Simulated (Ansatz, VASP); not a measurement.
**One calculation of HfWS4, two programs**

INCAR

```
SYSTEM = HfWS4
PREC = Accurate
ENCUT = 600
EDIFF = 1E-7
ISMEAR = 0
SIGMA = 0.1
LREAL = .FALSE.
LASPH = .TRUE.
NELM = 150
ALGO = Normal
ISIF = 3
LWAVE = .FALSE.
LCHARG = .FALSE.
ISPIN = 2
MAGMOM = 0 0 0 0 0 0
LORBIT = 11
LMAXMIX = 4
GGA = PE
IBRION = 2
NSW = 90
EDIFFG = -0.04
```

Contents of KPOINTS:

```
Automatic mesh
0
G
  6 6 2
  0 0 0
```

Contents of POSCAR:

```
HfWS4
1.0
    3.9473020500      0.0000000000      0.0000000000
   -1.9736510300      3.4184638500      0.0000000000
    0.0000000000      0.0000000000      8.2212158100
Hf W S
1 1 4
Direct
    0.0000000000      0.0000000000      0.5000000000
    0.0000000000      0.0000000000      0.0000000000
    0.3333333300      0.6666666700      0.7340772700
    0.3333333300      0.6666666700      0.2659227300
    0.6666666700      0.3333333300      0.7340772700
    0.6666666700      0.3333333300      0.2659227300
```

Input for Ansatz:

```yaml
crystal:
  lattice:
    - [3.94730205, 0.0, 0.0]
    - [-1.97365103, 3.41846385, 0.0]
    - [0.0, 0.0, 8.22121581]
  atoms:
    - { symbol: Hf, position: [0.0, 0.0, 0.5] }
    - { symbol: W, position: [0.0, 0.0, 0.0] }
    - { symbol: S, position: [0.33333333, 0.66666667, 0.73407727] }
    - { symbol: S, position: [0.33333333, 0.66666667, 0.26592273] }
    - { symbol: S, position: [0.66666667, 0.33333333, 0.73407727] }
    - { symbol: S, position: [0.66666667, 0.33333333, 0.26592273] }
basis:
  ecutwfc: 420
kpoints:
  mp_grid: { grid: [6, 6, 2] }
hamiltonian:
  xc: pbe
scf:
  occupations: { method: gaussian, width: 0.1 }
  lower_state_search: "off"
output:
  forces: true
  stress: true
  eigenvalues: true
  populations: true
magnetization:
  spin_polarized: true
relax:
  adjacent_minimum: "off"
  f_tol: 0.04
  max_steps: 70
  cell: { stress_tol: 0.4 }
```

Change from the starting cell: species swapped into the NbVB4 type (P6/mmm, No. 191).

Alike in both runs: task relaxation of cell and atoms; functional PBE; k mesh 6 × 6 × 2; occupations gaussian, width 0.1 eV; collinear spin.

|  | VASP | Ansatz |
| --- | --- | --- |
| version | VASP 6.6.1 | Ansatz 0.2.0 |
| potentials or method | VASP PAW PBE potentials, release 64 (Hf_pv, W_sv, S), cutoff 600 eV | scalar-relativistic, plane waves, PAW |
| valence electrons in the cell | 48 | 64 |

|  | VASP | Ansatz | Ansatz less VASP |
| --- | --- | --- | --- |
| gap on the k mesh at the Fermi level, each at its own relaxed structure (eV) | none | none | - |
| relaxed volume (Å³/atom) | 15.77 | 15.82 | +0.058 |
| relaxed length of the cell vector where the two differ most in proportion (Å) | 5.892 | 5.900 | +0.0081 |

A gap of «none» marks a metal or a gap that the smearing closes. VASP's potentials hold 48 valence electrons a cell and Ansatz's 64, so a difference there can come from the potentials and not from the codes. Ansatz's warnings: no starting moments.

The k mesh is coarse, so the values compare programs but aren't converged. Neither program's run includes spin-orbit coupling.
